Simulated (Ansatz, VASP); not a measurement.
**Al: VASP beside Ansatz**

Contents of INCAR:

```
SYSTEM = Al
PREC = Accurate
ENCUT = 520
EDIFF = 1E-6
ISMEAR = 0
SIGMA = 0.15
LREAL = .False.
LASPH = .True.
NELM = 60
ALGO = Normal
ISIF = 2
LWAVE = .False.
LCHARG = .False.
GGA = PS
IVDW = 12
NBANDS = 10
```

KPOINTS

```
Automatic mesh
0
Gamma
  18 18 10
  0 0 0
```

POSCAR

```
Al
1.0
    2.6718325839      0.0000000000      0.0000000000
   -1.3359162919      2.3138748923      0.0000000000
    0.0000000000      0.0000000000      4.8668500000
Al
2
Direct
    0.6666666667      0.3333333333      0.7500000000
    0.3333333333      0.6666666667      0.2500000000
```

Input for Ansatz:

```yaml
crystal:
  lattice:
    - [2.6718325839, 0.0, 0.0]
    - [-1.3359162919, 2.3138748923, 0.0]
    - [0.0, 0.0, 4.86685]
  atoms:
    - { symbol: Al, position: [0.6666666667, 0.3333333333, 0.75] }
    - { symbol: Al, position: [0.3333333333, 0.6666666667, 0.25] }
basis:
  ecutwfc: 420
kpoints:
  mp_grid: { grid: [18, 18, 10] }
hamiltonian:
  xc: pbesol
  dispersion: d3bj
scf:
  occupations: { method: gaussian, width: 0.15 }
output:
  forces: true
  stress: true
  eigenvalues: true
  write_density: true
  write_potential: true
  elf: true
  volumetric_format: npy
```

Change from the starting cell: strain -0.050 along x and y, +0.000 along z, atoms carried along.

Alike in both runs: task single point; functional PBEsol; dispersion D3(BJ); k mesh 18 × 18 × 10; occupations gaussian, width 0.15 eV; no spin polarisation.

```csv
,VASP,Ansatz
version,VASP 6.6.1,Ansatz 0.2.0
potentials or method,"VASP PAW PBE potentials, release 64 (Al), cutoff 520 eV","scalar-relativistic, plane waves, PAW"
valence electrons in the cell,6,6
```

|  | VASP | Ansatz | Ansatz less VASP |
| --- | --- | --- | --- |
| gap on the k mesh at the Fermi level (eV) | none | none | - |
| pressure (GPa) | 5.6 | 5.4 | -0.11 |
| traceless stress, the component that is largest in VASP (GPa) | -7.80 | -7.74 | +0.061 |

VASP's potentials were made for PBE, not for PBEsol. A gap of «none» marks a metal or a gap that the smearing closes.
